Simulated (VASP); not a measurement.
Sr3CuH2, 6 atoms in the cell. It takes space group P6/mmm (No. 191, hexagonal). Conventional cell: a = 7.050 Å, b = 7.050 Å, c = 3.571 Å, α = 90.00°, β = 90.00°, γ = 120.00°. Within 3.6 Å of Sr (site symmetry mmm) lie 4 H at 2.71 Å and 6 Sr at 3.53 to 3.57 Å and 2 Cu at 3.53 Å. Cu (site symmetry 6/mmm) has 6 Sr at 3.53 Å and 2 Cu at 3.57 Å and 12 H at 4.44 Å within 4.6 Å. Within 3.6 Å of H (site symmetry -6m2) lie 6 Sr at 2.71 Å and 2 H at 3.57 Å. The cell was generated, and may not be a known phase.

| Property | Result |
| --- | --- |
| Program | VASP 6.6.1 |
| Task | single point |
| Functional | PBE |
| Potentials or basis | VASP PAW PBE potentials, release 64 (Sr_sv, Cu, H) |
| Cutoff | 520 eV |
| k mesh | 6 × 6 × 10 |
| Occupations | gaussian, width 0.1 eV |
| Spin | no spin polarisation |
| Dipole correction | no |
| Further INCAR settings | ALGO = Fast; EDIFF = 1e-07; NBANDS = 30 |

Potentials or basis: VASP PAW PBE potentials, release 64 (Sr_sv, Cu, H).

Run with:

```bash
$ cat potpaw_PBE.64/Sr_sv/POTCAR potpaw_PBE.64/Cu/POTCAR potpaw_PBE.64/H/POTCAR > POTCAR
$ mpirun -np 1 vasp_std > vasp.out
```

Hardware: 1 thread of Oxide Virtual Turin-like Processor (shared host).

**Question.** How long does it take, and how much memory?

**Answer.** It took 5.7 min on 1 thread of Oxide Virtual Turin-like Processor, with other jobs on the host, peak memory 0.36 GiB. Counts: scf iterations 37, k points 42.
